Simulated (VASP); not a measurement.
# TiTe2 (P-3m1) in VASP: a series of runs

Runs on TiTe2. Level: r2SCAN. Tasks: single point, relaxation of shape and atoms at fixed volume.

Program: VASP 6.6.1. These are calculated values, not measurements. Logs are shortened: lines on timing, memory, paths and dates and some standing lists are left out, and cuts for length are marked.

### 1 The cell of the first run

Symmetry: P-3m1, No. 164, trigonal system. Conventional cell: a = 3.800 Å, b = 3.800 Å, c = 6.898 Å, α = 90.00°, β = 90.00°, γ = 120.00°. Ti (site symmetry -3m) has 6 Te at 2.78 Å and 6 Ti at 3.80 Å within 3.9 Å. Te (site symmetry 3m) has 3 Ti at 2.78 Å and 12 Te at 3.80 to 4.13 Å within 4.2 Å.

### 2 Single point, r2SCAN

File POSCAR:

```
TiTe2
1.0
    3.8002426009      0.0000000000      0.0000000000
   -1.9001213005      3.2911066330      0.0000000000
    0.0000000000      0.0000000000      6.8980729996
Ti Te
1 2
Direct
    0.0000000000      0.0000000000      0.0000000000
    0.6666666667      0.3333333333      0.2463195005
    0.3333333333      0.6666666667      0.7536804995
```

File INCAR.step1:

```
SYSTEM = TiTe2
ALGO = Normal ; EDIFF = 1E-4
ENCUT = 520 ; GGA = PE
ISMEAR = 0 ; LASPH = .True.
LCHARG = .False. ; LREAL = .False.
LWAVE = .True. ; NBANDS = 19
NELM = 80 ; PREC = Accurate
SIGMA = 0.1
```

File INCAR.step2:

```
SYSTEM = TiTe2
ALGO = Normal ; EDIFF = 1E-7
ENCUT = 520 ; ISIF = 2
ISMEAR = 0 ; ISTART = 1
LASPH = .True. ; LCHARG = .True.
LELF = .True. ; LMIXTAU = .True.
LREAL = .False. ; LVHAR = .True.
LWAVE = .False. ; METAGGA = R2SCAN
NBANDS = 19 ; NELM = 80
PREC = Accurate ; SIGMA = 0.1
```

File KPOINTS:

```
k-points
0
Gamma
  12 12 8
  0 0 0
```

Potentials or basis: VASP PAW PBE potentials, release 64 (Ti_sv, Te).

Started as:

```sh
$ cat potpaw_PBE.64/Ti_sv/POTCAR potpaw_PBE.64/Te/POTCAR > POTCAR
$ cp INCAR.step1 INCAR
$ mpirun -np 1 vasp_std > vasp.out
$ cp INCAR.step2 INCAR
$ mpirun -np 1 vasp_std > vasp.out
```

OUTCAR:

```text
SYSTEM = TiTe2
   EDIFF = 1E-7
   ENCUT = 520
   ISIF = 2
   ISMEAR = 0
   ISTART = 1
   LASPH = .True.
   LREAL = .False.
   METAGGA = R2SCAN
   NELM = 80
   PREC = Accurate

 ion  position               nearest neighbor table
   1  0.000  0.000  0.000-   2 2.78   3 2.78   2 2.78   3 2.78   2 2.78   3 2.78
   2  0.667  0.333  0.246-   1 2.78   1 2.78   1 2.78
   3  0.333  0.667  0.754-   1 2.78   1 2.78   1 2.78

  LATTYP: Found a hexagonal cell.
 ALAT       =     3.8002426009
 C/A-ratio  =     1.8151664838

  Lattice vectors:

 A1 = (   3.8002426009,   0.0000000000,   0.0000000000)
 A2 = (  -1.9001213005,   3.2911066330,   0.0000000000)
 A3 = (   0.0000000000,   0.0000000000,   6.8980729996)

Analysis of symmetry for initial positions (statically):
=====================================================================
 Subroutine PRICEL returns:
 Original cell was already a primitive cell.

 Routine SETGRP: Setting up the symmetry group for a
 hexagonal supercell.

 Subroutine GETGRP returns: Found 12 space group operations
 (whereof 12 operations were pure point group operations)
 out of a pool of 24 trial point group operations.

The static configuration has the point symmetry D_3d.

Analysis of symmetry for dynamics (positions and initial velocities):
=====================================================================
 Subroutine PRICEL returns:
 Original cell was already a primitive cell.

 Routine SETGRP: Setting up the symmetry group for a
 hexagonal supercell.

 Subroutine GETGRP returns: Found 12 space group operations
 (whereof 12 operations were pure point group operations)
 out of a pool of 24 trial point group operations.

The dynamic configuration has the point symmetry D_3d.

 Subroutine INISYM returns: Found 12 space group operations
 (whereof 12 operations are pure point group operations),
 and found     1 'primitive' translations

----------------------------------------------------------------------------------------

                                     Primitive cell

  volume of cell :      86.2742

  direct lattice vectors                    reciprocal lattice vectors
     3.800242601  0.000000000  0.000000000     0.263141095  0.151924582  0.000000000
    -1.900121300  3.291106633  0.000000000     0.000000000  0.303849164  0.000000000
     0.000000000  0.000000000  6.898073000     0.000000000  0.000000000  0.144968022

  length of vectors
     3.800242601  3.800242601  6.898073000     0.303849164  0.303849164  0.144968022

  position of ions in fractional coordinates (direct lattice)
     0.000000000  0.000000000  0.000000000
     0.666666667  0.333333333  0.246319501
     0.333333333  0.666666667  0.753680499

  ion indices of the primitive-cell ions
   primitive index   ion index
                 1           1
                 2           2
                 3           3

----------------------------------------------------------------------------------------

 KPOINTS: k-points

Automatic generation of k-mesh.
 Grid dimensions read from file:
 generate k-points for:   12   12    8

 Generating k-lattice:

  Cartesian coordinates                     Fractional coordinates (reciprocal lattice)
     0.021928425  0.012660382  0.000000000     0.083333333 -0.000000000  0.000000000
     0.000000000  0.025320764  0.000000000     0.000000000  0.083333333  0.000000000
     0.000000000  0.000000000  0.018121003     0.000000000  0.000000000  0.125000000

  Length of vectors
     0.025320764  0.025320764  0.018121003

  Shift w.r.t. Gamma in fractional coordinates (k-lattice)
     0.000000000  0.000000000  0.000000000

 Subroutine IBZKPT returns following result:
 ===========================================

 Found    131 irreducible k-points:

 Following reciprocal coordinates:
            Coordinates               Weight
  0.000000  0.000000  0.000000      1.000000
  0.083333  0.000000  0.000000      6.000000
  0.166667  0.000000  0.000000      6.000000
  0.250000  0.000000  0.000000      6.000000
  0.333333  0.000000  0.000000      6.000000
  0.416667  0.000000  0.000000      6.000000
[... 16 lines left out ...]
  0.166667  0.000000  0.125000      6.000000
  0.000000  0.166667  0.125000      6.000000
 [... further k-points ...]
   k-points           NKPTS =    131   k-points in BZ     NKDIM =    131   number of bands    NBANDS=     19
   number of dos      NEDOS =    301   number of ions     NIONS =      3
   total plane-waves  NPLWV =  42336
   dimension x,y,z NGX =    28 NGY =   28 NGZ =   54
   dimension x,y,z NGXF=    56 NGYF=   56 NGZF=  108
   ions per type =               1   2
   NGX,Y,Z   is equivalent  to a cutoff of  12.25, 12.25, 13.01 a.u.
   NGXF,Y,Z  is equivalent  to a cutoff of  24.50, 24.50, 26.03 a.u.
 SYSTEM =  TiTe2
   PREC   = accura    normal or accurate (medium, high low for compatibility)
   ISTART =      1    job   : 0-new  1-cont  2-samecut
   ICHARG =      0    charge: 1-file 2-atom 10-const
   ISPIN  =      1    spin polarized calculation?
   LNONCOLLINEAR =      F non collinear calculations
   LSORBIT =      F    spin-orbit coupling
   LASPH  =      T    aspherical Exc in radial PAW
   ENCUT  =  520.0 eV  38.22 Ry    6.18 a.u.   7.07  7.07 12.83*2*pi/ulx,y,z
   NELM   =     80;   NELMIN=  2; NELMDL=  0     # of ELM steps
   EDIFF  = 0.1E-06   stopping-criterion for ELM
   LREAL  =      F    real-space projection
   EDIFFG = 0.1E-05   stopping-criterion for IOM
   NSW    =      0    number of steps for IOM
   IBRION =     -1    ionic relax: 0-MD 1-quasi-New 2-CG
   NFREE  =      0    steps in history (QN), initial steepest desc. (CG)
   ISIF   =      2    stress and relaxation
   ISYM   =      2    0-nonsym 1-usesym 2-fastsym
   POTIM  = 0.5000    time-step for ionic-motion
   TEBEG  =    0.0;   TEEND  =   0.0 temperature during run
   PSTRESS=    0.0 pullay stress
   NELECT =      24.0000    total number of electrons
   NUPDOWN=      -1.0000    fix difference up-down
   EMIN   =  10.00;   EMAX   =-10.00  energy-range for DOS
   EFERMI =   0.00;   METHOD = LEGACY
   ISMEAR =     0;   SIGMA  =   0.10  broadening in eV -4-tet -1-fermi 0-gaus
   EFERMI_NEDOS =   21; number of points for ismear=-14 and -15
   IALGO  =     38    algorithm
   IMIX   =      4    mixing-type and parameters
     AMIX     =   0.40;   BMIX     =  1.00
     AMIX_MAG =   1.60;   BMIX_MAG =  1.00
  volume/ion in A,a.u.               =      28.76       194.07
  Fermi-wavevector in a.u.,A,eV,Ry     =   1.068690  2.019530 15.539178  1.142097
  Thomas-Fermi vector in A             =   2.204346
   LORBIT       =      0    0 simple, 1 ext, 2 COOP (PROOUT), +10 PAW based schemes
   METAGGA = R2SCAN    functional components
   LHFCALC =     F    Hartree Fock is set to
   AEXX    =    0.0000 exact exchange contribution
   IVDW    =     0    specifies the selected vdW correction
   LEPSILON=     F    determine dielectric tensor
   LRPA    =     F    only Hartree local field effects (RPA)
 non-spin polarized calculation
 Gauss-broadening in eV      SIGMA  =   0.10
  energy-cutoff  :      520.00
  volume of cell :       86.27
 maximum number of plane-waves:      2358
   NGX = 15   NGY = 15   NGZ = 25

 number of electron      23.9999998 magnetization

 Free energy of the ion-electron system (eV)
  ---------------------------------------------------
  ext. energy  EPLUGINS =         0.00000000
  ---------------------------------------------------
  free energy    TOTEN  =       -66.29360664 eV

  energy without entropy =      -66.28768867  energy(sigma->0) =      -66.29064766

 E-fermi :   5.9595     XC(G=0):  -9.9165

 val. band max:        5.9588919340   @ k =   0.0000   0.0833   0.3750
 cond. band min:       5.9667713606   @ k =   0.0000   0.0833   0.2500
 fundamental gap:      0.0078794266
 Fermi energy:         5.9595111060

 k-point     1 :       0.0000    0.0000    0.0000
  band No.  band energies     occupation
      1     -54.1587      2.00000
      2     -29.3634      2.00000
      3     -29.3634      2.00000
      4     -29.3224      2.00000
      5      -6.7816      2.00000
      6      -5.5114      2.00000
[... 11 lines left out ...]
     18      11.6573      0.00000
     19      12.1059      0.00000

 k-point     2 :       0.0833    0.0000    0.0000
  band No.  band energies     occupation
      1     -54.1585      2.00000
      2     -29.3661      2.00000
      3     -29.3640      2.00000
      4     -29.3217      2.00000
      5      -6.7032      2.00000
      6      -5.4679      2.00000
[... 11 lines left out ...]
     18      12.1724      0.00000
     19      12.4196      0.00000

 k-point     3 :       0.1667    0.0000    0.0000
  band No.  band energies     occupation
      1     -54.1580      2.00000
      2     -29.3735      2.00000
      3     -29.3657      2.00000
      4     -29.3199      2.00000
      5      -6.4752      2.00000
      6      -5.3457      2.00000
[... 11 lines left out ...]
     18      12.5166      0.00000
     19      12.8971      0.00000

 k-point     4 :       0.2500    0.0000    0.0000
  band No.  band energies     occupation
      1     -54.1572      2.00000
      2     -29.3836      2.00000
      3     -29.3680      2.00000
      4     -29.3175      2.00000
      5      -6.1222      2.00000
      6      -5.1714      2.00000
[... 11 lines left out ...]
     18      12.0635      0.00000
     19      12.8676      0.00000

 k-point     5 :       0.3333    0.0000    0.0000
  band No.  band energies     occupation
      1     -54.1565      2.00000
      2     -29.3936      2.00000
      3     -29.3703      2.00000
      4     -29.3151      2.00000
      5      -5.6945      2.00000
      6      -4.9966      2.00000
[... 11 lines left out ...]
     18      11.6037      0.00000
     19      12.2069      0.00000

 k-point     6 :       0.4167    0.0000    0.0000
  band No.  band energies     occupation
      1     -54.1560      2.00000
      2     -29.4010      2.00000
      3     -29.3720      2.00000
      4     -29.3133      2.00000
      5      -5.2802      2.00000
      6      -4.9022      2.00000
[... 11 lines left out ...]
     18      11.5625      0.00000
     19      11.7660      0.00000

 k-point     7 :       0.5000    0.0000    0.0000
  band No.  band energies     occupation
      1     -54.1558      2.00000
      2     -29.4037      2.00000
      3     -29.3726      2.00000
      4     -29.3126      2.00000
      5      -5.0290      2.00000
      6      -4.9479      2.00000
[... 11 lines left out ...]
     18      11.6040      0.00000
     19      11.6584      0.00000

 k-point     8 :       0.0833    0.0833    0.0000
  band No.  band energies     occupation
      1     -54.1581      2.00000
      2     -29.3710      2.00000
      3     -29.3653      2.00000
      4     -29.3205      2.00000
      5      -6.5499      2.00000
      6      -5.3849      2.00000
[... 256 lines left out ...]
 k-point    20 :       0.0000    0.0000    0.1250
  band No.  band energies     occupation
      1     -54.1587      2.00000
      2     -29.3634      2.00000
      3     -29.3633      2.00000
      4     -29.3223      2.00000
      5      -6.7548      2.00000
      6      -5.5600      2.00000
[... 11 lines left out ...]
     18      11.6656      0.00000
     19      12.3858      0.00000

 k-point    21 :       0.0833    0.0000    0.1250
  band No.  band energies     occupation
      1     -54.1585      2.00000
      2     -29.3661      2.00000
      3     -29.3640      2.00000
      4     -29.3217      2.00000
      5      -6.6768      2.00000
      6      -5.5149      2.00000
[... 11 lines left out ...]
     18      12.1373      0.00000
     19      12.7210      0.00000

 k-point    22 :       0.0000    0.0833    0.1250
  band No.  band energies     occupation
      1     -54.1585      2.00000
      2     -29.3661      2.00000
      3     -29.3640      2.00000
      4     -29.3217      2.00000
      5      -6.6765      2.00000
      6      -5.5155      2.00000
[... 11 lines left out ...]
     18      12.1656      0.00000
     19      12.6796      0.00000

 k-point    23 :       0.1667    0.0000    0.1250
  band No.  band energies     occupation
      1     -54.1580      2.00000
      2     -29.3735      2.00000
      3     -29.3657      2.00000
      4     -29.3199      2.00000
      5      -6.4509      2.00000
      6      -5.3863      2.00000
[... 11 lines left out ...]
     18      12.3995      0.00000
     19      12.9930      0.00000

 k-point    24 :       0.0000    0.1667    0.1250
  band No.  band energies     occupation
      1     -54.1580      2.00000
      2     -29.3735      2.00000
      3     -29.3657      2.00000
      4     -29.3199      2.00000
      5      -6.4482      2.00000
      6      -5.3913      2.00000
[... 11 lines left out ...]
     18      12.6478      0.00000
     19      12.8271      0.00000

 [... further k-points ...]

------------------------ aborting loop because EDIFF is reached ----------------------------------------

  FORCE on cell =-STRESS in cart. coord.  units (eV):
  Direction    XX          YY          ZZ          XY          YZ          ZX
  --------------------------------------------------------------------------------------
  -------------------------------------------------------------------------------------
  Total        0.0704926      0.0704926      0.0601022     -0.0000000      0.0000000      0.0000000
  in kB        1.3090998      1.3090998      1.1161432     -0.0000000      0.0000000      0.0000000
  external PRESSURE =       1.2447809 kB  Pullay stress =       0.0000000 kB

 VOLUME and BASIS-vectors are now :
 -----------------------------------------------------------------------------
  energy-cutoff  :      520.00
  volume of cell :       86.27
      direct lattice vectors                 reciprocal lattice vectors
     3.800242601  0.000000000  0.000000000     0.263141095  0.151924582  0.000000000
    -1.900121300  3.291106633  0.000000000     0.000000000  0.303849164  0.000000000
     0.000000000  0.000000000  6.898073000     0.000000000  0.000000000  0.144968022

 POSITION                                       TOTAL-FORCE (eV/Angst)
 -----------------------------------------------------------------------------------
      0.00000      0.00000      0.00000         0.000000      0.000000     -0.000000
      1.90012      1.09704      1.69913        -0.000000      0.000000      0.017967
     -0.00000      2.19407      5.19894         0.000000     -0.000000     -0.017967
 -----------------------------------------------------------------------------------
    total drift:                               -0.000000      0.000000     -0.000000

  FREE ENERGIE OF THE ION-ELECTRON SYSTEM (eV)
  ---------------------------------------------------
  free  energy   TOTEN  =       -66.2936066448 eV

  energy  without entropy=      -66.2876886703  energy(sigma->0) =      -66.29064766
```

It took 6 min on 1 thread of Intel Xeon 6975P-C (Granite Rapids), shared host; peak memory 0.36 GiB.

What came out:

```
Free energy            : -66.2936 eV
Pressure               : 0.1 GPa
Largest force          : 0.018 eV/Å
Band gap on the k mesh : zero (bands 12 and 13 overlap by 0.53 eV)
```

Forces on the atoms (eV/Å):
```
Ti   0.000  0.000  0.000
Te   0.000  0.000  0.018
Te   0.000  0.000 -0.018
```

Levels at points of the mesh, in eV from the Fermi level:
| k point | band 10 | band 11 | band 12 | band 13 | band 14 | band 15 |
| --- | --- | --- | --- | --- | --- | --- |
| (0.00, 0.00, 0.00) | -0.13 | 0.36 | 0.36 | 0.47 | 0.88 | 0.88 |
| (0.50, 0.00, 0.00) | -2.53 | -2.09 | -1.18 | 0.05 | 1.14 | 1.52 |
| (0.00, 0.00, 0.50) | -1.92 | 0.36 | 0.36 | 0.74 | 0.74 | 1.01 |
| (0.50, 0.00, 0.50) | -2.21 | -1.44 | -0.93 | -0.17 | 1.14 | 1.50 |

Caveat: the PAW data sets were made with another functional, which shifts forces and pressure a little; spin-orbit coupling is left out, which moves the levels of the heavy elements.

### 3 Single point, r2SCAN (29.62 Å³/atom)

This run uses another cell than the first one, of 29.62 Å³/atom.

File POSCAR:

```
TiTe2
1.0
    3.8118656130      0.0000000000      0.0000000000
   -1.9059328065      3.3011724566      0.0000000000
    0.0000000000      0.0000000000      7.0617525028
Ti Te
1 2
Direct
    0.0000000000      0.0000000000      0.0000000000
    0.6666666667      0.3333333333      0.2403637601
    0.3333333333      0.6666666667      0.7596362399
```

File INCAR.step1:

```
SYSTEM = TiTe2
PREC = Accurate
ENCUT = 520
ISMEAR = 0
SIGMA = 0.1
LREAL = .FALSE.
LASPH = .TRUE.
NELM = 60
NBANDS = 19
GGA = PE
ALGO = Normal
EDIFF = 1E-4
LWAVE = .TRUE.
LCHARG = .FALSE.
```

File INCAR.step2:

```
SYSTEM = TiTe2
PREC = Accurate
ENCUT = 520
EDIFF = 1E-6
ISMEAR = 0
SIGMA = 0.1
LREAL = .FALSE.
LASPH = .TRUE.
NELM = 60
ALGO = Normal
ISIF = 2
LWAVE = .FALSE.
LCHARG = .TRUE.
METAGGA = R2SCAN
LMIXTAU = .TRUE.
LELF = .TRUE.
LVHAR = .TRUE.
NBANDS = 19
ISTART = 1
```

File KPOINTS:

```
regular mesh
0
G
  12 12 8
  0 0 0
```

Potentials or basis: VASP PAW PBE potentials, release 64 (Ti_sv, Te).

Started as:

```sh
$ cat potpaw_PBE.64/Ti_sv/POTCAR potpaw_PBE.64/Te/POTCAR > POTCAR
$ cp INCAR.step1 INCAR
$ mpirun -np 1 vasp_std > vasp.out
$ cp INCAR.step2 INCAR
$ mpirun -np 1 vasp_std > vasp.out
```

It took 6 min on 1 thread of Intel Xeon 6975P-C (Granite Rapids), shared host; peak memory 0.36 GiB.

The run converged. Its results:

```yaml
Free_energy: -66.2912 eV
Pressure: -0.3 GPa
Largest_force: 0.025 eV/Å
Band_gap_on_the_k_mesh: zero (bands 12 and 13 overlap by 0.50 eV)
```

Forces on the atoms (eV/Å):
```
Ti   0.000  0.000  0.000
Te   0.000  0.000  0.025
Te   0.000  0.000 -0.025
```

Levels at points of the mesh, in eV from the Fermi level:
```csv
k point,band 10,band 11,band 12,band 13,band 14,band 15
"(0.00, 0.00, 0.00)",-0.30,0.35,0.35,0.49,0.85,0.85
"(0.50, 0.00, 0.00)",-2.46,-2.10,-1.15,0.05,1.12,1.50
"(0.00, 0.00, 0.50)",-1.93,0.35,0.35,0.74,0.74,0.97
"(0.50, 0.00, 0.50)",-2.19,-1.51,-0.96,-0.14,1.12,1.48
```

Caveat: the PAW data sets were made with another functional, which shifts forces and pressure a little; spin-orbit coupling is left out, which moves the levels of the heavy elements.

(Part 1 of 2 ends here.)
